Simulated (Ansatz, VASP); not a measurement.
# BaTiO3 in VASP and in Ansatz

The input INCAR:

```
SYSTEM = BaTiO3
PREC = Accurate ; ENCUT = 520
EDIFF = 1E-8 ; ISMEAR = -1
SIGMA = 0.03 ; LREAL = .FALSE.
LASPH = .TRUE. ; NELM = 60
ALGO = Normal ; ISIF = 2
LWAVE = .FALSE. ; LCHARG = .FALSE.
GGA = PE ; LEFG = .TRUE.
NBANDS = 28
```

KPOINTS

```
regular mesh
0
G
  7 7 7
  0 0 0
```

The input POSCAR:

```
BaTiO3
1.0
    3.9998000000      0.0000000000      0.0000000000
    0.0000000000      3.9998000000      0.0000000000
    0.0000000000      0.0000000000      4.0581800000
Ba Ti O
1 1 3
Direct
    0.0000000000      0.0000000000      0.0000000000
    0.5000000000      0.5000000000      0.5000000000
    0.5000000000      0.5000000000      0.0000000000
    0.5000000000      0.0000000000      0.5000000000
    0.0000000000      0.5000000000      0.5000000000
```

Input for Ansatz:

```yaml
crystal:
  lattice:
    - [3.9998, 0.0, 0.0]
    - [0.0, 3.9998, 0.0]
    - [0.0, 0.0, 4.05818]
  atoms:
    - { symbol: Ba, position: [0.0, 0.0, 0.0] }
    - { symbol: Ti, position: [0.5, 0.5, 0.5] }
    - { symbol: O, position: [0.5, 0.5, 0.0] }
    - { symbol: O, position: [0.5, 0.0, 0.5] }
    - { symbol: O, position: [0.0, 0.5, 0.5] }
kpoints:
  mp_grid: { grid: [7, 7, 7] }
scf:
  occupations: { method: fermi_dirac, width: 0.03 }
hamiltonian:
  xc: pbe
  pseudopotentials: { kind: all_electron, datasets: crystal }
output:
  forces: true
  stress: true
  eigenvalues: true
  efg: { contact_densities: true }
```

Change from the starting cell: zz strain of +1 %, crystal datasets.

Alike in both runs: task electric field gradients; functional PBE; k mesh 7 × 7 × 7; occupations fermi-dirac, width 0.03 eV; no spin polarisation.

|  | VASP | Ansatz |
| --- | --- | --- |
| version | VASP 6.6.1 | Ansatz 0.2.0 |
| potentials or method | VASP PAW PBE potentials, release 64 (Ba_sv, Ti_sv, O), cutoff 520 eV | all-electron PAW with datasets made for the crystal, scalar-relativistic |

```csv
,VASP,Ansatz,Ansatz less VASP
gap on the k mesh at the Fermi level (eV),1.77,1.83,+0.058
pressure (GPa),1.8,0.1,-1.69
"traceless stress, the component that is largest in VASP (GPa)",-1.76,-1.69,+0.065
size of Vzz on the site where it differs most (V/Å²),2.7,2.4,-0.31
```

Ansatz ran all-electron here, and VASP with PAW potentials. Ansatz's warnings: printed levels off.

Neither program's run includes spin-orbit coupling.
